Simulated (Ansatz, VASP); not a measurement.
This is a calculation of SrCl2 for Ansatz 0.2.0.

File input.yaml:

```yaml
crystal:
  lattice:
    - [0.0, 3.5114523289, 3.5114523289]
    - [3.5114523289, 0.0, 3.5114523289]
    - [3.5114523289, 3.5114523289, 0.0]
  atoms:
    - { symbol: Sr, position: [0.0, 0.0, 0.0] }
    - { symbol: Cl, position: [0.75, 0.75, 0.75] }
    - { symbol: Cl, position: [0.25, 0.25, 0.25] }
kpoints:
  mp_grid: { grid: [7, 7, 7] }
scf:
  occupations: { method: fermi_dirac, width: 0.05 }
hamiltonian:
  xc: lda
  pseudopotentials: { kind: all_electron, lapw: { basis_error: 0.002 } }
output:
  forces: true
  stress: true
  eigenvalues: true
```

Potentials or basis: all-electron LAPW, scalar-relativistic.

Launch:

```console
$ ansatz run input.yaml --threads 2 --pin off --max-ram 6144MiB --backend cpu --events-out ev --progress --plain --runs-dir out
```

Q: Set up the same calculation for VASP 6.6.1. Potentials there: VASP PAW LDA potentials, release 64 (Sr_sv, Cl).

A: As run (the cutoff follows the program's own potentials):

Contents of INCAR:

```
  PREC = Accurate
  ENCUT = 520
  EDIFF = 1E-6
  ISMEAR = -1
  SIGMA = 0.05
  LREAL = False
  LASPH = True
  NELM = 60
  ALGO = Normal
  ISIF = 2
  LWAVE = False
  LCHARG = False
  NBANDS = 19
```

The input KPOINTS:

```
Automatic mesh
0
Gamma
  7 7 7
```

POSCAR

```
SrCl2
1.0
    0.0000000000      3.5114523289      3.5114523289
    3.5114523289      0.0000000000      3.5114523289
    3.5114523289      3.5114523289      0.0000000000
Sr Cl
1 2
Direct
    0.0000000000      0.0000000000      0.0000000000
    0.7500000000      0.7500000000      0.7500000000
    0.2500000000      0.2500000000      0.2500000000
```

Potentials or basis: VASP PAW LDA potentials, release 64 (Sr_sv, Cl).

Run with:

```bash
$ cat potpaw_LDA.64/Sr_sv/POTCAR potpaw_LDA.64/Cl/POTCAR > POTCAR
$ mpirun -np 1 vasp_std > vasp.out
```

Both were run:

|  | VASP | Ansatz | Ansatz less VASP |
| --- | --- | --- | --- |
| gap on the k mesh at the Fermi level (eV) | 4.85 | 4.84 | -0.005 |
| least direct gap on the mesh (eV) | 5.15 | 5.15 | -0.008 |
| pressure (GPa) | -3.3 | -3.4 | -0.10 |

LDA's correlation is that of Perdew and Zunger in VASP and of Perdew and Wang (1992) in Ansatz. Ansatz ran all-electron here, and VASP with PAW potentials.
